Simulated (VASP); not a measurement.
Write the native input for VASP 6.6.1 that does the following.

```
Task                   : single point
Functional             : LDA
Potentials or basis    : VASP PAW LDA potentials, release 64 (Cd)
Cutoff                 : 520 eV
k mesh                 : 13 × 13 × 6
Occupations            : gaussian, width 0.6 eV
Spin                   : no spin polarisation
Dipole correction      : no
Further INCAR settings : ALGO = Normal; EDIFF = 1e-06; NBANDS = 19
```

The structure of Cd lies in POSCAR:

```
Cd
1.0
    2.8818641727      0.0000000000      0.0000000000
   -1.4409320863      2.4957675838      0.0000000000
    0.0000000000      0.0000000000      5.6383707528
Cd
2
Direct
    0.3333333333      0.6666666667      0.2500000000
    0.6666666667      0.3333333333      0.7500000000
```

The input as run:

INCAR

```
SYSTEM = Cd
PREC     = Accurate       ! precision mode
ENCUT    = 520            ! plane-wave cutoff, eV
EDIFF    = 1E-6           ! SCF threshold, eV
ISMEAR   = 0              ! smearing method
SIGMA    = 0.6            ! smearing width, eV
LREAL    = .False.        ! projectors in reciprocal space
LASPH    = .True.         ! aspherical terms in the spheres
NELM     = 80             ! most SCF steps
ALGO     = Normal         ! electronic algorithm
ISIF     = 2              ! what is computed and relaxed
LWAVE    = .False.        ! write WAVECAR
LCHARG   = .False.        ! write CHGCAR
GGA      = CA             ! functional
NBANDS   = 19             ! bands
```

KPOINTS

```
Automatic mesh
0
Gamma
  13 13 6
  0 0 0
```

Potentials or basis: VASP PAW LDA potentials, release 64 (Cd).

Launch:

```sh
$ cat potpaw_LDA.64/Cd/POTCAR > POTCAR
$ mpirun -np 1 vasp_std > vasp.out
```

It gave:

The pressure is 1.0 GPa and the band gap on the k mesh is zero (bands 12 and 13 overlap by 4.69 eV).

Caveat: so wide a smearing shifts energies and pressures.

It took 56 s on 1 thread of Intel Xeon 8259CL, with other jobs on the host, peak memory 0.18 GiB.
